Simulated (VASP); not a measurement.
Write the native input for VASP 6.6.1 that does the following.

```yaml
Task: single point
Functional: PBE
Potentials_or_basis: VASP PAW PBE potentials, release 64 (Ca_sv, O)
Cutoff: 520 eV
k_mesh: 8 × 8 × 8
Occupations: gaussian, width 0.05 eV
Spin: no spin polarisation
Dipole_correction: no
Further_INCAR_settings: ALGO = Normal; EDIFF = 1e-06; NBANDS = 15
```

The structure of CaO lies in POSCAR:

```
CaO
1.0
    0.0000000000      2.4979800000      2.4490000000
    2.4000200000      0.0000000000      2.4490000000
    2.4000200000      2.4979800000      0.0000000000
Ca O
1 1
Direct
    0.0000000000      0.0000000000      0.0000000000
    0.5000000000      0.5000000000      0.5000000000
```

This cell differs from its parent crystal: strain -0.0200 x Voigt [1, -1, 0, 0, 0, 0].

The input as run:

INCAR

```
SYSTEM = CaO
PREC = Accurate
ENCUT = 520
EDIFF = 1E-6
ISMEAR = 0
SIGMA = 0.05
LREAL = .False.
LASPH = .True.
NELM = 80
ALGO = Normal
ISIF = 2
LWAVE = .False.
LCHARG = .False.
GGA = PE
NBANDS = 15
```

KPOINTS

```
Automatic mesh
0
Gamma
  8 8 8
  0 0 0
```

Potentials or basis: VASP PAW PBE potentials, release 64 (Ca_sv, O).

Command:

```sh
$ cat potpaw_PBE.64/Ca_sv/POTCAR potpaw_PBE.64/O/POTCAR > POTCAR
$ mpirun -np 1 vasp_std > vasp.out
```

It gave:

```
Pressure               : -3.3 GPa
Band gap on the k mesh : 3.55 eV, indirect (least direct gap 4.00 eV)
```

Caveat: the cell differs from its parent crystal (strain -0.0200 x Voigt [1, -1, 0, 0, 0, 0]).

It took 17 s on 1 thread of Intel(R) Xeon(R) 6975P-C (Granite Rapids) (shared host), peak memory 0.18 GiB.
